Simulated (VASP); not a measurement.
TiCo:

```xyz
2
Lattice="2.9252 0.0000 0.0000 0.0000 2.9252 0.0000 0.0000 0.0000 2.9252" Properties=species:S:1:pos:R:3 pbc="T T T"
Co    1.4626    1.4626    1.4626
Ti    0.0000    0.0000    0.0000
```

Base run:

* Program: VASP 6.6.1
* Functional: r2SCAN
* Potentials or basis: VASP PAW PBE potentials, release 64 (Co, Ti_sv)
* Cutoff: 520 eV
* k mesh: 9 × 9 × 9
* Occupations: fermi-dirac, width 0.05 eV
* Spin: collinear spin, ferromagnetic start
* Starting moments: [2.0, 1.0] μB

Its results: pressure 11.9 GPa; net moment 0.86 μB per cell; site moments Co +1.24; Ti -0.20 μB.

Question: The run is repeated on the same cell with these changes: functional from r2SCAN to PBE. What comes out?

Answer: Pressure 10.0 GPa; net moment 0.66 μB per cell; site moments Co +0.71; Ti -0.01 μB.

Caveats: the PAW data sets were made with another functional, which shifts forces and pressure a little (some runs).
